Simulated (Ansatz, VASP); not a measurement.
# One calculation of InAs, two programs

```xyz
2
Lattice="0.0000 3.0938 3.0938 3.0938 0.0000 3.0938 3.0938 3.0938 0.0000" Properties=species:S:1:pos:R:3 pbc="T T T"
In    0.0000    0.0000    0.0000
As    4.6407    4.6407    4.6407
```

Alike in both runs: functional PBE; k mesh 12 × 12 × 12; occupations fermi-dirac, width 0.15 eV; no spin polarisation.

Ansatz relaxed the structure, and its values are those at the end. VASP's run is a single point on that final structure, the one shown.

|  | VASP | Ansatz |
| --- | --- | --- |
| version | VASP 6.6.1 | Ansatz 0.2.0 |
| potentials or method | VASP PAW PBE potentials, release 64 (In_d, As), cutoff 520 eV | scalar-relativistic, plane waves, PAW |
| valence electrons in the cell | 18 | 28 |

```csv
,VASP,Ansatz,Ansatz less VASP
gap on the k mesh at the Fermi level (eV),none,none,-
pressure (GPa),0.0,0.0,-0.04
```

A gap of «none» marks a metal or a gap that the smearing closes. The functional is the same, so the differences come from potentials, cutoffs and numerics. VASP's potentials hold 18 valence electrons a cell and Ansatz's 28, so a difference there can come from the potentials and not from the codes.
